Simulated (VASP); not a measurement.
Write the native input for VASP 6.6.1 that does the following.

| Property | Result |
| --- | --- |
| Task | single point |
| Functional | PBE |
| Potentials or basis | VASP PAW PBE potentials, release 64 (Mg, Be, S) |
| Cutoff | 600 eV |
| k mesh | 3 × 3 × 3 |
| Occupations | gaussian, width 0.15 eV |
| Spin | no spin polarisation |
| Dipole correction | no |
| Further INCAR settings | ALGO = Normal; EDIFF = 1e-06; NBANDS = 21 |

The structure of Mg2BeS3 lies in POSCAR:

```
Mg2BeS3
1.0
    3.3651191304      0.0000000000      0.0000000000
    0.0000000000      1.6863931788      8.9241405312
    0.0000000000     -1.6863931788      8.9241405312
Mg Be S
2 1 3
Direct
    0.0000000000      0.1169408818      0.1169408818
    0.5000000000      0.9417416657      0.9417416657
    0.5000000000      0.2855791257      0.2855791257
    0.0000000000      0.7275454511      0.7275454511
    0.0000000000      0.3765363412      0.3765363412
    0.5000000000      0.5516575444      0.5516575444
```

The cell was built from a structure type or drawn by symmetry, and may not be a known phase.

These files were run (other wordings do the same):

INCAR

```
SYSTEM = Mg2BeS3
ALGO     = Normal         ! electronic algorithm
EDIFF    = 1E-6           ! SCF threshold, eV
ENCUT    = 600            ! plane-wave cutoff, eV
GGA      = PE             ! functional
GGA_COMPAT= .False.      
ISIF     = 2              ! what is computed and relaxed
ISMEAR   = 0              ! smearing method
LASPH    = .True.         ! aspherical terms in the spheres
LCHARG   = .False.        ! write CHGCAR
LREAL    = .False.        ! projectors in reciprocal space
LWAVE    = .False.        ! write WAVECAR
NBANDS   = 21             ! bands
NELM     = 120            ! most SCF steps
PREC     = Accurate       ! precision mode
SIGMA    = 0.15           ! smearing width, eV
```

KPOINTS

```
k-points
0
Gamma
  3 3 3
  0 0 0
```

Potentials or basis: VASP PAW PBE potentials, release 64 (Mg, Be, S).

Command:

```bash
$ cat potpaw_PBE.64/Mg/POTCAR potpaw_PBE.64/Be/POTCAR potpaw_PBE.64/S/POTCAR > POTCAR
$ mpirun -np 1 vasp_std > vasp.out
```

Results of the run:

The pressure is 0.0 GPa. The largest force is 0.018 eV/Å. The band gap on the k mesh is 1.41 eV (least direct gap 2.01 eV).

Caveat: the k points lie up to 0.63 Å⁻¹ apart; an odd mesh through Γ misses points on the zone boundary, where band edges can lie.

Run time: 43 s on 1 thread of Intel(R) Xeon(R) Platinum 8488C (Sapphire Rapids), on a shared host, peak memory 0.41 GiB.
